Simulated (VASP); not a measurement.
Here is a VASP 6.6.1 calculation.

Contents of INCAR:

```
ALGO = Normal
EDIFF = 1E-8
ENCUT = 520
GGA = PE
ISIF = 2
ISMEAR = -1
ISPIN = 2
LASPH = True
LCHARG = False
LEFG = True
LORBIT = 11
LREAL = Auto
LWAVE = False
MAGMOM = 0 0 0 0 0 0 0 0 -1 0 0 0 0 0 0 0 0 0 0 0 0 0 0 0
NBANDS = 86
NELM = 150
PREC = Accurate
SIGMA = 0.01
```

KPOINTS

```
k-points
0
Gamma
  3 3 3
```

File POSCAR:

```
Si8SbO15
1.0
    0.0000000000      4.9926472100      6.9339264200
    4.9926472100      0.0000000000      6.9339264200
    4.9926472100      4.9926472100      0.0000000000
Si Sb O
8 1 15
Direct
    0.2500000000      0.2500000000      0.4486584000
    0.7500000000      0.7500000000      0.9486584000
    0.0736584000      0.6763416000      0.1250000000
    0.5736584000      0.1763416000      0.6250000000
    0.4263416000      0.8236584000      0.3750000000
    0.9263416000      0.3236584000      0.8750000000
    0.0000000000      0.0000000000      0.3013416000
    0.5000000000      0.5000000000      0.8013416000
    0.0939631750      0.2261453150      0.6674232750
    0.5939631750      0.7261453150      0.1674232750
    0.4761453150      0.3439631750      0.7624682350
    0.9761453150      0.8439631750      0.2624682350
    0.4060368250      0.2738546850      0.4875317650
    0.9060368250      0.7738546850      0.9875317650
    0.2075767250      0.8625317650      0.3988546850
    0.7075767250      0.3625317650      0.8988546850
    0.0238546850      0.1560368250      0.0825767250
    0.5238546850      0.6560368250      0.5825767250
    0.3874682350      0.0424232750      0.3511453150
    0.8874682350      0.5424232750      0.8511453150
    0.2924232750      0.6374682350      0.9689631750
    0.7924232750      0.1374682350      0.4689631750
    0.1125317650      0.4575767250      0.2810368250
    0.6125317650      0.9575767250      0.7810368250
```

Potentials or basis: VASP PAW PBE potentials, release 64 (Si, Sb, O).

Command:

```console
$ cat potpaw_PBE.64/Si/POTCAR potpaw_PBE.64/Sb/POTCAR potpaw_PBE.64/O/POTCAR > POTCAR
$ mpirun -np 1 vasp_std > vasp.out
```

(1) What does it give for the pressure?

(2) Estimate the band gap on the k mesh.

(3) Estimate the largest force.

## Answers

(1) 35.4 GPa.

(2) zero (filled and empty bands overlap).

(3) 49.271 eV/Å.

Caveat: without QUAD_EFG the Cq values of the log hold for a quadrupole moment of 1 mb, not for the nuclei; spin-orbit coupling is left out, which moves the levels of the heavy elements.
